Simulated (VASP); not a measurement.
Here is a VASP 6.6.1 calculation.

POSCAR

```
Te2Mo
1.0
    3.4009996484      0.0000000000      0.0000000000
   -1.7004998242      2.9453520938      0.0000000000
    0.0000000000      0.0000000000     16.7352291844
Te Mo
2 1
Direct
    0.3333333333      0.6666666667      0.8894316937
    0.3333333333      0.6666666667      0.1105683063
    0.0000000000      0.0000000000      0.0000000000
```

File INCAR.step1:

```
PREC = Accurate
ENCUT = 520
ISMEAR = 0
SIGMA = 0.02
LREAL = F
LASPH = T
NELM = 100
NBANDS = 20
GGA = PE
ALGO = Normal
EDIFF = 1E-4
LWAVE = T
LCHARG = F
```

File INCAR.step2:

```
PREC = Accurate
ENCUT = 520
EDIFF = 1E-7
ISMEAR = 0
SIGMA = 0.02
LREAL = F
LASPH = T
NELM = 100
ALGO = Normal
ISIF = 2
LWAVE = F
LCHARG = F
METAGGA = R2SCAN
LMIXTAU = T
NBANDS = 20
ISTART = 1
```

File KPOINTS:

```
regular mesh
0
Gamma
  12 12 2
```

Potentials or basis: VASP PAW PBE potentials, release 64 (Te, Mo_sv).

The run is started by

```console
$ cat potpaw_PBE.64/Te/POTCAR potpaw_PBE.64/Mo_sv/POTCAR > POTCAR
$ cp INCAR.step1 INCAR
$ mpirun -np 1 vasp_std > vasp.out
$ cp INCAR.step2 INCAR
$ mpirun -np 1 vasp_std > vasp.out
```

Estimate the largest force.

0.028 eV/Å.

Estimate the band gap on the k mesh.

1.29 eV (least direct gap 1.56 eV).

Forces on the atoms (eV/Å):
```
Te   0.000  0.000 -0.028
Te   0.000  0.000  0.028
Mo   0.000  0.000  0.000
```

Caveat: the cell differs from its parent crystal (equal strain along all axes, cell held: -4.5 %, then relaxed in part); there is no dipole correction, which matters where the two faces differ; the PAW data sets were made with another functional, which shifts forces and pressure a little; spin-orbit coupling is left out, which moves the levels of the heavy elements.
